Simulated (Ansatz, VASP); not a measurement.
**BN: VASP beside Ansatz**

Contents of INCAR:

```
  ALGO = Normal
  EDIFF = 1E-7
  ENCUT = 520
  GGA = PE
  ISIF = 2
  ISMEAR = 0
  LASPH = T
  LCHARG = F
  LREAL = Auto
  LWAVE = F
  NBANDS = 96
  NELM = 100
  PREC = Accurate
  SIGMA = 0.01
```

Contents of KPOINTS:

```
k-points
0
Gamma
  2 2 2
```

POSCAR

```
BN
1.0
    3.7682717270     -6.5268380877      0.0000000000
   -7.5365434538     -0.0000000001      0.0000000000
    0.0000000000      0.0000000000     -8.3431632471
B N
18 18
Direct
    0.4444444444      0.5555555556      0.7500000000
    0.1111111111      0.5555555556      0.7500000000
    0.7777777778      0.5555555556      0.7500000000
    0.4444444444      0.2222222222      0.7500000000
    0.1111111111      0.2222222222      0.7500000000
    0.7777777778      0.2222222222      0.7500000000
    0.4444444444      0.8888888889      0.7500000000
    0.1111111111      0.8888888889      0.7500000000
    0.7777777778      0.8888888889      0.7500000000
    0.5555555556      0.4444444444      0.2500000000
    0.2222222222      0.4444444444      0.2500000000
    0.8888888889      0.4444444444      0.2500000000
    0.5555555556      0.1111111111      0.2500000000
    0.2222222222      0.1111111111      0.2500000000
    0.8888888889      0.1111111111      0.2500000000
    0.5555555556      0.7777777778      0.2500000000
    0.2222222222      0.7777777778      0.2500000000
    0.8888888889      0.7777777778      0.2500000000
    0.4444444444      0.5555555556      0.2500000000
    0.1111111111      0.5555555556      0.2500000000
    0.7777777778      0.5555555556      0.2500000000
    0.4444444444      0.2222222222      0.2500000000
    0.1111111111      0.2222222222      0.2500000000
    0.7777777778      0.2222222222      0.2500000000
    0.4444444444      0.8888888889      0.2500000000
    0.1111111111      0.8888888889      0.2500000000
    0.7777777778      0.8888888889      0.2500000000
    0.5555555556      0.4444444444      0.7500000000
    0.2222222222      0.4444444444      0.7500000000
    0.8888888889      0.4444444444      0.7500000000
    0.5555555556      0.1111111111      0.7500000000
    0.2222222222      0.1111111111      0.7500000000
    0.8888888889      0.1111111111      0.7500000000
    0.5555555556      0.7777777778      0.7500000000
    0.2222222222      0.7777777778      0.7500000000
    0.8888888889      0.7777777778      0.7500000000
```

Input for Ansatz:

```yaml
crystal:
  lattice:
    - [3.768271727, -6.5268380877, 0.0]
    - [-7.5365434538, -1.0e-10, 0.0]
    - [0.0, 0.0, -8.3431632471]
  atoms:
    - { symbol: B, position: [0.4444444444, 0.5555555556, 0.75] }
    - { symbol: B, position: [0.1111111111, 0.5555555556, 0.75] }
    - { symbol: B, position: [0.7777777778, 0.5555555556, 0.75] }
    - { symbol: B, position: [0.4444444444, 0.2222222222, 0.75] }
    - { symbol: B, position: [0.1111111111, 0.2222222222, 0.75] }
    - { symbol: B, position: [0.7777777778, 0.2222222222, 0.75] }
    - { symbol: B, position: [0.4444444444, 0.8888888889, 0.75] }
    - { symbol: B, position: [0.1111111111, 0.8888888889, 0.75] }
    - { symbol: B, position: [0.7777777778, 0.8888888889, 0.75] }
    - { symbol: B, position: [0.5555555556, 0.4444444444, 0.25] }
    - { symbol: B, position: [0.2222222222, 0.4444444444, 0.25] }
    - { symbol: B, position: [0.8888888889, 0.4444444444, 0.25] }
    - { symbol: B, position: [0.5555555556, 0.1111111111, 0.25] }
    - { symbol: B, position: [0.2222222222, 0.1111111111, 0.25] }
    - { symbol: B, position: [0.8888888889, 0.1111111111, 0.25] }
    - { symbol: B, position: [0.5555555556, 0.7777777778, 0.25] }
    - { symbol: B, position: [0.2222222222, 0.7777777778, 0.25] }
    - { symbol: B, position: [0.8888888889, 0.7777777778, 0.25] }
    - { symbol: "N", position: [0.4444444444, 0.5555555556, 0.25] }
    - { symbol: "N", position: [0.1111111111, 0.5555555556, 0.25] }
    - { symbol: "N", position: [0.7777777778, 0.5555555556, 0.25] }
    - { symbol: "N", position: [0.4444444444, 0.2222222222, 0.25] }
    - { symbol: "N", position: [0.1111111111, 0.2222222222, 0.25] }
    - { symbol: "N", position: [0.7777777778, 0.2222222222, 0.25] }
    - { symbol: "N", position: [0.4444444444, 0.8888888889, 0.25] }
    - { symbol: "N", position: [0.1111111111, 0.8888888889, 0.25] }
    - { symbol: "N", position: [0.7777777778, 0.8888888889, 0.25] }
    - { symbol: "N", position: [0.5555555556, 0.4444444444, 0.75] }
    - { symbol: "N", position: [0.2222222222, 0.4444444444, 0.75] }
    - { symbol: "N", position: [0.8888888889, 0.4444444444, 0.75] }
    - { symbol: "N", position: [0.5555555556, 0.1111111111, 0.75] }
    - { symbol: "N", position: [0.2222222222, 0.1111111111, 0.75] }
    - { symbol: "N", position: [0.8888888889, 0.1111111111, 0.75] }
    - { symbol: "N", position: [0.5555555556, 0.7777777778, 0.75] }
    - { symbol: "N", position: [0.2222222222, 0.7777777778, 0.75] }
    - { symbol: "N", position: [0.8888888889, 0.7777777778, 0.75] }
basis:
  ecutwfc: 420
  xc_grid: 2
kpoints:
  mp_grid: { grid: [2, 2, 2], shift: [0.0, 0.0, 0.0] }
hamiltonian:
  xc: pbe
scf:
  occupations: { method: gaussian, width: 0.01 }
output:
  forces: true
  stress: true
  eigenvalues: true
  write_density: true
  write_potential: true
  elf: true
  volumetric_format: npy
```

Alike in both runs: task single point; functional PBE; k mesh 2 × 2 × 2; occupations gaussian, width 0.01 eV; no spin polarisation.

```csv
,VASP,Ansatz
version,VASP 6.6.1,Ansatz 0.2.0
potentials or method,"VASP PAW PBE potentials, release 64 (B, N), cutoff 520 eV","scalar-relativistic, plane waves, PAW"
valence electrons in the cell,144,144
```

Ansatz gave:

- gap on the k mesh at the Fermi level (eV): 4.40
- least direct gap on the mesh (eV): 4.40
- pressure (GPa): 0.0
- traceless stress, the component that is largest in VASP (GPa): 0.05

Q: Estimate VASP's values.

A: gap on the k mesh at the Fermi level (eV): 4.40; least direct gap on the mesh (eV): 4.40; pressure (GPa): 0.0; traceless stress, the component that is largest in VASP (GPa): -0.12.

The k mesh is coarse, so the values compare programs but aren't converged.
